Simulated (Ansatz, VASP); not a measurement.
# TePt: VASP beside Ansatz

```
CELL_PARAMETERS angstrom
3.96313 0.00000 0.00000
-1.98157 3.43217 0.00000
0.00000 0.00000 16.00000
ATOMIC_POSITIONS crystal
Te 0.66667 0.33333 0.53809
Pt 0.00000 0.00000 0.46191
```

Alike in both runs: task single point; functional PBE; k mesh 6 × 6 × 1; occupations gaussian, width 0.1 eV; no spin polarisation.

```csv
,VASP,Ansatz
version,VASP 6.6.1,Ansatz 0.2.0
potentials or method,"VASP PAW PBE potentials, release 64 (Te, Pt), cutoff 520 eV","scalar-relativistic, plane waves, PAW"
valence electrons in the cell,16,34
```

VASP gave:

```
gap on the k mesh at the Fermi level (eV) : none
rms of the force components (eV/Å)        : 0.645
```

Problem. What did Ansatz give for the same quantities?

Solution. gap on the k mesh at the Fermi level (eV): none; rms of the force components (eV/Å): 0.634.

Atom by atom the forces differ by 0.012 eV/Å (rms over components). A gap of «none» marks a metal or a gap that the smearing closes. VASP's potentials hold 16 valence electrons a cell and Ansatz's 34, so a difference there can come from the potentials and not from the codes. Ansatz's warnings: slab cell height set.

Neither program's run includes spin-orbit coupling.
